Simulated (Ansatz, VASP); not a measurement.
**Ge: VASP beside Ansatz**

Contents of INCAR:

```
SYSTEM = Ge
PREC = Accurate
ENCUT = 520
EDIFF = 1E-6
ISMEAR = 0
SIGMA = 0.15
LREAL = .False.
LASPH = .True.
NELM = 60
ALGO = Normal
ISIF = 2
LWAVE = .False.
LCHARG = .True.
GGA = PE
LELF = .True.
LVHAR = .True.
NBANDS = 21
```

File KPOINTS:

```
regular mesh
0
Gamma
  18 18 18
  0 0 0
```

Contents of POSCAR:

```
Ge
1.0
    0.0000000000      2.9309441304      2.8805347719
    2.8805347719      0.0000000000      2.8805347719
    2.8805347719      2.9309441304      0.0000000000
Ge
2
Direct
    0.5000000000      0.5000000000      0.5000000000
    0.7500000000      0.7500000000      0.7500000000
```

Input for Ansatz:

```yaml
crystal:
  lattice:
    - [0.0, 2.9309441304, 2.8805347719]
    - [2.8805347719, 0.0, 2.8805347719]
    - [2.8805347719, 2.9309441304, 0.0]
  atoms:
    - { symbol: Ge, position: [0.5, 0.5, 0.5] }
    - { symbol: Ge, position: [0.75, 0.75, 0.75] }
basis:
  ecutwfc: 420
kpoints:
  mp_grid: { grid: [18, 18, 18] }
hamiltonian:
  xc: pbe
scf:
  occupations: { method: gaussian, width: 0.15 }
output:
  forces: true
  stress: true
  eigenvalues: true
  write_density: true
  write_potential: true
  elf: true
  volumetric_format: npy
```

Change from the starting cell: strain +0.0175 x Voigt [0, 1, 0, 0, 0, 0], atoms carried along.

Alike in both runs: task single point; functional PBE; k mesh 18 × 18 × 18; occupations gaussian, width 0.15 eV; no spin polarisation.

|  | VASP | Ansatz |
| --- | --- | --- |
| version | VASP 6.6.1 | Ansatz 0.2.0 |
| potentials or method | VASP PAW PBE potentials, release 64 (Ge_d), cutoff 520 eV | scalar-relativistic, plane waves, PAW |
| valence electrons in the cell | 28 | 28 |

```csv
,VASP,Ansatz,Ansatz less VASP
gap on the k mesh at the Fermi level (eV),none,none,-
pressure (GPa),-1.1,-1.0,+0.11
"traceless stress, the component that is largest in VASP (GPa)",-0.78,-0.78,+0.002
```

A gap of «none» marks a metal or a gap that the smearing closes.
